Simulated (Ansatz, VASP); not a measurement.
Si2W in VASP and in Ansatz

INCAR

```
PREC     = Accurate       # precision mode
ENCUT    = 520            # plane-wave cutoff, eV
EDIFF    = 1E-6           # SCF threshold, eV
ISMEAR   = 0              # smearing method
SIGMA    = 0.15           # smearing width, eV
LREAL    = False          # projectors in reciprocal space
LASPH    = True           # aspherical terms in the spheres
NELM     = 60             # most SCF steps
ALGO     = Normal         # electronic algorithm
ISIF     = 2              # what is computed and relaxed
LWAVE    = False          # write WAVECAR
LCHARG   = False          # write CHGCAR
GGA      = PS             # functional
NBANDS   = 43             # bands
```

KPOINTS

```
Automatic mesh
0
Gamma
  12 12 6
```

Contents of POSCAR:

```
Si2W
1.0
    4.6904887667      0.0000000000      0.0000000000
   -2.3452443834      3.9630072470      0.0000000000
    0.0000000000      0.0000000000      6.6033074698
Si W
6 3
Direct
    0.8361793875      0.6723587749      0.5000000000
    0.1638206125      0.8361793875      0.8333333333
    0.6723587749      0.8361793875      0.1666666667
    0.1638206125      0.3276412251      0.5000000000
    0.8361793875      0.1638206125      0.8333333333
    0.3276412251      0.1638206125      0.1666666667
    0.0000000000      0.5000000000      0.1666666667
    0.5000000000      0.5000000000      0.8333333333
    0.5000000000      0.0000000000      0.5000000000
```

Input for Ansatz:

```yaml
crystal:
  lattice:
    - [4.6904887667, 0.0, 0.0]
    - [-2.3452443834, 3.963007247, 0.0]
    - [0.0, 0.0, 6.6033074698]
  atoms:
    - { symbol: Si, position: [0.8361793875, 0.6723587749, 0.5] }
    - { symbol: Si, position: [0.1638206125, 0.8361793875, 0.8333333333] }
    - { symbol: Si, position: [0.6723587749, 0.8361793875, 0.1666666667] }
    - { symbol: Si, position: [0.1638206125, 0.3276412251, 0.5] }
    - { symbol: Si, position: [0.8361793875, 0.1638206125, 0.8333333333] }
    - { symbol: Si, position: [0.3276412251, 0.1638206125, 0.1666666667] }
    - { symbol: W, position: [0.0, 0.5, 0.1666666667] }
    - { symbol: W, position: [0.5, 0.5, 0.8333333333] }
    - { symbol: W, position: [0.5, 0.0, 0.5] }
basis:
  ecutwfc: 420
kpoints:
  mp_grid: { grid: [12, 12, 6] }
hamiltonian:
  xc: pbesol
scf:
  occupations: { method: gaussian, width: 0.15 }
output:
  forces: true
  stress: true
  eigenvalues: true
```

Change from the starting cell: strain +0.0250 x Voigt [1, 0, 0, 0, 0, 0], atoms carried along.

Alike in both runs: task single point; functional PBEsol; k mesh 12 × 12 × 6; occupations gaussian, width 0.15 eV; no spin polarisation.

|  | VASP | Ansatz |
| --- | --- | --- |
| version | VASP 6.6.1 | Ansatz 0.2.0 |
| potentials or method | VASP PAW PBE potentials, release 64 (Si, W_sv), cutoff 520 eV | scalar-relativistic, plane waves, PAW |
| valence electrons in the cell | 66 | 66 |

Ansatz gave:

- gap on the k mesh at the Fermi level (eV): none
- pressure (GPa): -5.2
- traceless stress, the component that is largest in VASP (GPa): -4.98
- rms of the force components (eV/Å): 0.017

Q: Estimate VASP's values.

A: gap on the k mesh at the Fermi level (eV): none; pressure (GPa): -4.9; traceless stress, the component that is largest in VASP (GPa): -5.02; rms of the force components (eV/Å): 0.017.

VASP's potentials were made for PBE, not for PBEsol. Atom by atom the forces differ by 0.001 eV/Å (rms over components). A gap of «none» marks a metal or a gap that the smearing closes.

Spin-orbit coupling is off throughout.
